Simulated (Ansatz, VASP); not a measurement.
**AlNi3 in VASP and in Ansatz**

Contents of INCAR:

```
PREC     = Accurate       # precision mode
ENCUT    = 520            # plane-wave cutoff, eV
EDIFF    = 1E-6           # SCF threshold, eV
ISMEAR   = 0              # smearing method
SIGMA    = 0.05           # smearing width, eV
LREAL    = False          # projectors in reciprocal space
LASPH    = True           # aspherical terms in the spheres
NELM     = 150            # most SCF steps
ALGO     = Fast           # electronic algorithm
ISIF     = 2              # what is computed and relaxed
LWAVE    = False          # write WAVECAR
LCHARG   = False          # write CHGCAR
ISPIN    = 2              # spin polarisation
MAGMOM   = 0 0.24 0.24 0.24 # initial moments
LORBIT   = 11             # projections on sites
LMAXMIX  = 4              # l up to which the mixer works
GGA      = CA             # functional
NBANDS   = 28             # bands
```

File KPOINTS:

```
regular mesh
0
Gamma
  12 12 12
```

File POSCAR:

```
AlNi3
1.0
    3.4805919143      0.0000000000      0.0000000000
    0.0000000000      3.4805919143      0.0000000000
    0.0000000000      0.0000000000      3.4805919143
Al Ni
1 3
Direct
    0.0000000000      0.0000000000      0.0000000000
    0.0000000000      0.5000000000      0.5000000000
    0.5000000000      0.0000000000      0.5000000000
    0.5000000000      0.5000000000      0.0000000000
```

Input for Ansatz:

```yaml
crystal:
  lattice:
    - [3.4805919143, 0.0, 0.0]
    - [0.0, 3.4805919143, 0.0]
    - [0.0, 0.0, 3.4805919143]
  atoms:
    - { symbol: Al, position: [0.0, 0.0, 0.0] }
    - { symbol: Ni, position: [0.0, 0.5, 0.5], spin: 0.24 }
    - { symbol: Ni, position: [0.5, 0.0, 0.5], spin: 0.24 }
    - { symbol: Ni, position: [0.5, 0.5, 0.0], spin: 0.24 }
basis:
  ecutwfc: 420
  ecutrho_ratio: 4
kpoints:
  mp_grid: { grid: [12, 12, 12] }
hamiltonian:
  xc: lda
scf:
  occupations: { method: gaussian, width: 0.05 }
output:
  forces: true
  stress: true
  eigenvalues: true
  populations: true
magnetization:
  spin_polarized: true
```

Alike in both runs: task single point; functional LDA; k mesh 12 × 12 × 12; occupations gaussian, width 0.05 eV; collinear spin.

|  | VASP | Ansatz |
| --- | --- | --- |
| version | VASP 6.6.1 | Ansatz 0.2.0 |
| potentials or method | VASP PAW LDA potentials, release 64 (Al, Ni), cutoff 520 eV | scalar-relativistic, plane waves, PAW |
| valence electrons in the cell | 33 | 57 |

```tsv
	VASP	Ansatz	Ansatz less VASP
gap on the k mesh at the Fermi level (eV)	none	none	-
pressure (GPa)	-0.1	0.0	+0.09
net moment per atom (μB)	0.03	0.15	+0.122
size of the moment on the site where the two differ most (μB)	0.04	0.22	+0.178
```

The net moments are unlike, so the other rows may belong to different states. LDA's correlation is that of Perdew and Zunger in VASP and of Perdew and Wang (1992) in Ansatz. Site moments also hang on the region over which each program counts them. A gap of «none» marks a metal or a gap that the smearing closes. VASP's potentials hold 33 valence electrons a cell and Ansatz's 57, so a difference there can come from the potentials and not from the codes.
